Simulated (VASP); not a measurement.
# InAs (qlda) (F-43m) in VASP: vibrations by perturbation theory with LDA

Aim: the vibrations by perturbation theory of InAs (qlda) with LDA.

Everything below comes from runs of VASP 6.6.1. Logs are shortened: lines on timing, memory, paths and dates and some standing lists are left out, and cuts for length are marked.

## (1) The cell of the first run

Symmetry: F-43m, No. 216, cubic system. The conventional cell has a = 6.027 Å, b = 6.027 Å, c = 6.027 Å, α = 90.00°, β = 90.00°, γ = 90.00°. Within 3.4 Å of In (site symmetry -43m) lie 4 As at 2.61 Å. Within 3.4 Å of As (site symmetry -43m) lie 4 In at 2.61 Å.

## (2) Vibrations by perturbation theory, LDA

The input, INCAR:

```
PREC = Accurate
ENCUT = 520
EDIFF = 1E-8
ISMEAR = -1
SIGMA = 0.15
LREAL = False
LASPH = True
NELM = 60
ALGO = Normal
ISIF = 2
LWAVE = False
LCHARG = True
NBANDS = 16
IBRION = 8
NSW = 1
```

The input, KPOINTS:

```
Automatic mesh
0
Gamma
  10 10 10
```

The input, POSCAR:

```
InAs
1.0
    0.0000000000      3.0132574057      3.0132574057
    3.0132574057      0.0000000000      3.0132574057
    3.0132574057      3.0132574057      0.0000000000
In As
1 1
Direct
    0.2500000000      0.2500000000      0.2500000000
    0.0000000000      0.0000000000      0.0000000000
```

Potentials or basis: VASP PAW LDA potentials, release 64 (In_d, As).

Started as:

```bash
> cat potpaw_LDA.64/In_d/POTCAR potpaw_LDA.64/As/POTCAR > POTCAR
> mpirun -np 1 vasp_std > vasp.out
```

OUTCAR:

```text
PREC = Accurate
   ENCUT = 520
   EDIFF = 1E-8
   ISMEAR = -1
   LREAL = False
   LASPH = True
   NELM = 60
   ISIF = 2
   IBRION = 8
   NSW = 1

 ion  position               nearest neighbor table
   1  0.250  0.250  0.250-   2 2.61   2 2.61   2 2.61   2 2.61
   2  0.000  0.000  0.000-   1 2.61   1 2.61   1 2.61   1 2.61

  LATTYP: Found a face centered cubic cell.
 ALAT       =     6.0265148114

  Lattice vectors:

 A1 = (   0.0000000000,   3.0132574057,   3.0132574057)
 A2 = (   3.0132574057,   0.0000000000,   3.0132574057)
 A3 = (   3.0132574057,   3.0132574057,   0.0000000000)

Analysis of symmetry for initial positions (statically):
=====================================================================
 Subroutine PRICEL returns:
 Original cell was already a primitive cell.

 Routine SETGRP: Setting up the symmetry group for a
 face centered cubic supercell.

 Subroutine GETGRP returns: Found 24 space group operations
 (whereof 24 operations were pure point group operations)
 out of a pool of 48 trial point group operations.

The static configuration has the point symmetry T_d .

Analysis of symmetry for dynamics (positions and initial velocities):
=====================================================================
 Subroutine PRICEL returns:
 Original cell was already a primitive cell.

 Routine SETGRP: Setting up the symmetry group for a
 face centered cubic supercell.

 Subroutine GETGRP returns: Found 24 space group operations
 (whereof 24 operations were pure point group operations)
 out of a pool of 48 trial point group operations.

The dynamic configuration has the point symmetry T_d .

 Subroutine INISYM returns: Found 24 space group operations
 (whereof 24 operations are pure point group operations),
 and found     1 'primitive' translations

----------------------------------------------------------------------------------------

                                     Primitive cell

  volume of cell :      54.7191

  direct lattice vectors                    reciprocal lattice vectors
     0.000000000  3.013257406  3.013257406    -0.165933385  0.165933385  0.165933385
     3.013257406  0.000000000  3.013257406     0.165933385 -0.165933385  0.165933385
     3.013257406  3.013257406  0.000000000     0.165933385  0.165933385 -0.165933385

  length of vectors
     4.261389490  4.261389490  4.261389490     0.287405053  0.287405053  0.287405053

  position of ions in fractional coordinates (direct lattice)
     0.250000000  0.250000000  0.250000000
     0.000000000  0.000000000  0.000000000

  ion indices of the primitive-cell ions
   primitive index   ion index
                 1           1
                 2           2

----------------------------------------------------------------------------------------

 KPOINTS: Automatic mesh

Automatic generation of k-mesh.
 Grid dimensions read from file:
 generate k-points for:   10   10   10

 Generating k-lattice:

  Cartesian coordinates                     Fractional coordinates (reciprocal lattice)
    -0.016593338  0.016593338  0.016593338     0.100000000  0.000000000  0.000000000
     0.016593338 -0.016593338  0.016593338     0.000000000  0.100000000  0.000000000
     0.016593338  0.016593338 -0.016593338     0.000000000  0.000000000  0.100000000

  Length of vectors
     0.028740505  0.028740505  0.028740505

  Shift w.r.t. Gamma in fractional coordinates (k-lattice)
     0.000000000  0.000000000  0.000000000

 Subroutine IBZKPT returns following result:
[... 65 lines left out ...]
   EFERMI_NEDOS =   21; number of points for ismear=-14 and -15
   IALGO  =     38    algorithm
   IMIX   =      4    mixing-type and parameters
     AMIX     =   0.40;   BMIX     =  1.00
     AMIX_MAG =   1.60;   BMIX_MAG =  1.00
  volume/ion in A,a.u.               =      27.36       184.63
  Fermi-wavevector in a.u.,A,eV,Ry     =   1.130107  2.135592 17.376559  1.277141
  Thomas-Fermi vector in A             =   2.266802
   LORBIT       =      0    0 simple, 1 ext, 2 COOP (PROOUT), +10 PAW based schemes
   GGA     = CA    functional components
   LHFCALC =     F    Hartree Fock is set to
   AEXX    =    0.0000 exact exchange contribution
   IVDW    =     0    specifies the selected vdW correction
   LEPSILON=     F    determine dielectric tensor
   LRPA    =     F    only Hartree local field effects (RPA)
 non-spin polarized calculation
  energy-cutoff  :      520.00
  volume of cell :       54.72
 maximum number of plane-waves:      1490
   NGX = 15   NGY = 15   NGZ = 15

--------------------------------------- Ionic step        1  -------------------------------------------

 number of electron      17.9999992 magnetization

 Free energy of the ion-electron system (eV)
  ---------------------------------------------------
  ext. energy  EPLUGINS =         0.00000000
  ---------------------------------------------------
  free energy    TOTEN  =        -9.03034643 eV

  energy without entropy =       -9.02665422  energy(sigma->0) =       -9.02850032

 E-fermi :   4.7890     XC(G=0):  -9.4560

 val. band max:        4.4419208228   @ k =   0.0000   0.0000   0.0000
 cond. band min:       5.2716857935   @ k =   0.5000   0.0000   0.0000
 fundamental gap:      0.8297649708
 Fermi energy:         4.7889717339

 k-point     1 :       0.0000    0.0000    0.0000
  band No.  band energies     occupation
      1      -9.9357      2.00000
      2      -9.9357      2.00000
      3      -9.9357      2.00000
      4      -9.8028      2.00000
      5      -9.8028      2.00000
      6      -7.5388      2.00000
[... 433 lines left out ...]
      3      -9.8700      2.00000
      4      -9.8314      2.00000
      5      -9.7847      2.00000
      6      -6.0432      2.00000
[... 8 lines left out ...]
     15      15.5736      0.00000
     16      16.4386      0.00000

 [... further k-points ...]
[... 5 lines left out ...]
  --------------------------------------------------------------------------------------
  -------------------------------------------------------------------------------------
  Total        0.0528730      0.0528730      0.0528730     -0.0000000      0.0000000     -0.0000000
  in kB        1.5481253      1.5481253      1.5481253     -0.0000000      0.0000000     -0.0000000
  external PRESSURE =       1.5481253 kB  Pullay stress =       0.0000000 kB

 VOLUME and BASIS-vectors are now :
 -----------------------------------------------------------------------------
  energy-cutoff  :      520.00
  volume of cell :       54.72
      direct lattice vectors                 reciprocal lattice vectors
     0.000000000  3.013257406  3.013257406    -0.165933385  0.165933385  0.165933385
     3.013257406  0.000000000  3.013257406     0.165933385 -0.165933385  0.165933385
     3.013257406  3.013257406  0.000000000     0.165933385  0.165933385 -0.165933385

 POSITION                                       TOTAL-FORCE (eV/Angst)
 -----------------------------------------------------------------------------------
      1.50663      1.50663      1.50663         0.000000      0.000000      0.000000
      0.00000      0.00000      0.00000        -0.000000     -0.000000     -0.000000
 -----------------------------------------------------------------------------------
    total drift:                                0.000000      0.000000      0.000000

  FREE ENERGIE OF THE ION-ELECTRON SYSTEM (eV)
  ---------------------------------------------------
  free  energy   TOTEN  =        -9.0303464285 eV

  energy  without entropy=       -9.0266542171  energy(sigma->0) =       -9.02850032

[... ionic steps 2 to 3 ...]

--------------------------------------- Ionic step        4  -------------------------------------------

------------------------ aborting loop because EDIFF is reached ----------------------------------------

[... ionic steps 5 to 6 ...]

--------------------------------------- Ionic step        7  -------------------------------------------

 Free energy of the ion-electron system (eV)
  ---------------------------------------------------
  ---------------------------------------------------
  free energy    TOTEN  =        -0.04615982 eV

  energy without entropy =       -0.04615981

------------------------ aborting loop because EDIFF is reached ----------------------------------------

 INTERNAL STRAIN TENSOR  FOR ION    2  DIRECTION 1   (eV/Angst):
 -----------------------------------------------------------------------------
    -0.00306  0.00000  0.00000
     0.00000  0.00274  7.82028
     0.00000  7.82028  0.00274

 INTERNAL STRAIN TENSOR FOR ION    2 for displacements in x,y,z  (eV/Angst):
          X           Y           Z          XY          YZ          ZX
  --------------------------------------------------------------------------------
  x     0.00000     0.00000     0.00000     0.00000     7.82028     0.00000
  y    -0.00000     0.00000    -0.00000     0.00000     0.00000     7.82028
  z     0.00000     0.00000     0.00000     7.82028     0.00000     0.00000

 SECOND DERIVATIVES (NOT SYMMETRIZED)
 ------------------------------------
               1X          1Y          1Z          2X          2Y          2Z
  1X    -7.700436    0.000000    0.000000    7.700436    0.000000    0.000000
  1Y     0.000000   -7.700436    0.000000    0.000000    7.700436    0.000000
  1Z     0.000000    0.000000   -7.700436    0.000000    0.000000    7.700436
  2X     7.745747    0.000000    0.000000   -7.745747    0.000000    0.000000
  2Y     0.000000    7.745747    0.000000    0.000000   -7.745747    0.000000
  2Z     0.000000    0.000000    7.745747    0.000000    0.000000   -7.745747

 Eigenvectors and eigenvalues of the dynamical matrix
 ----------------------------------------------------

   1 f  =    6.454297 THz    40.553545 2PiTHz  215.292177 cm-1    26.692816 meV
             X         Y         Z           dx          dy          dz
      1.506629  1.506629  1.506629     0.000000    0.627265    0.000000
      0.000000  0.000000  0.000000     0.000000   -0.778806    0.000000
[... 21 lines left out ...]
   6 f/i=    0.009250 THz     0.058116 2PiTHz    0.308531 cm-1     0.038253 meV
             X         Y         Z           dx          dy          dz
      1.506629  1.506629  1.506629     0.000000    0.000000    0.778806
      0.000000  0.000000  0.000000     0.000000    0.000000    0.627265

--------------------------------------------------------------------------------------------------------

 ELASTIC MODULI CONTR FROM IONIC RELAXATION (kBar)
 Direction    XX          YY          ZZ          XY          YZ          ZX
 --------------------------------------------------------------------------------
 XX          -0.0000     -0.0000     -0.0000     -0.0000      0.0000      0.0000
 YY          -0.0000     -0.0000     -0.0000     -0.0000     -0.0000      0.0000
 ZZ          -0.0000     -0.0000     -0.0000      0.0000     -0.0000      0.0000
 XY          -0.0000     -0.0000      0.0000   -228.7014      0.0000      0.0000
 YZ           0.0000     -0.0000     -0.0000      0.0000   -228.7014      0.0000
 ZX           0.0000      0.0000      0.0000      0.0000      0.0000   -228.7014
 --------------------------------------------------------------------------------
```

Wall time 16 min (1 thread of AMD EPYC 7R13, shared host); peak memory 0.41 GiB.

What came out:

```yaml
Highest_phonon_frequency_at_Γ_LO-TO_splitting_left_out: 215 cm⁻¹
```

Phonon frequencies in cm⁻¹ (negative: imaginary):
```
              q point        frequencies
(0.000, 0.000, 0.000)  0 0 0 215 215 215
```

Caveat: spin-orbit coupling is left out, which moves the levels of the heavy elements.
